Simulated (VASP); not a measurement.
A run of VASP 6.6.1 is set up as follows.

The input INCAR:

```
PREC     = Accurate       # precision mode
ENCUT    = 520            # plane-wave cutoff, eV
EDIFF    = 1E-6           # SCF threshold, eV
ISMEAR   = -1             # smearing method
SIGMA    = 0.05           # smearing width, eV
LREAL    = F              # projectors in reciprocal space
LASPH    = T              # aspherical terms in the spheres
NELM     = 100            # most SCF steps
ALGO     = Normal         # electronic algorithm
ISIF     = 2              # what is computed and relaxed
LWAVE    = F              # write WAVECAR
LCHARG   = F              # write CHGCAR
GGA      = PS             # functional
NBANDS   = 30             # bands
```

The input KPOINTS:

```
Automatic mesh
0
Gamma
  5 5 5
```

The input POSCAR:

```
N
1.0
    5.8151017200      0.0000000000      0.0000000000
    0.0000000000      5.8151017200      0.0000000000
    0.0000000000      0.0000000000      5.8151017200
N
8
Direct
    0.0458611400      0.4541388600      0.5458611400
    0.4541388600      0.5458611400      0.0458611400
    0.5458611400      0.0458611400      0.4541388600
    0.9541388600      0.9541388600      0.9541388600
    0.9360985600      0.5639014400      0.4360985600
    0.5639014400      0.4360985600      0.9360985600
    0.4360985600      0.9360985600      0.5639014400
    0.0639014400      0.0639014400      0.0639014400
```

Potentials or basis: VASP PAW PBE potentials, release 64 (N).

Command:

```bash
$ cat potpaw_PBE.64/N/POTCAR > POTCAR
$ mpirun -np 1 vasp_std > vasp.out
```

(1) What does it give for the pressure?

(2) Predict the band gap on the k mesh.

(3) Estimate the largest force.

Answers

(1) 1.0 GPa.

(2) 7.40 eV, indirect (least direct gap 7.41 eV).

(3) 0.904 eV/Å.

Caveat: the standard files for N, O and F lose accuracy on very short bonds; the PAW data sets were made with another functional, which shifts forces and pressure a little.
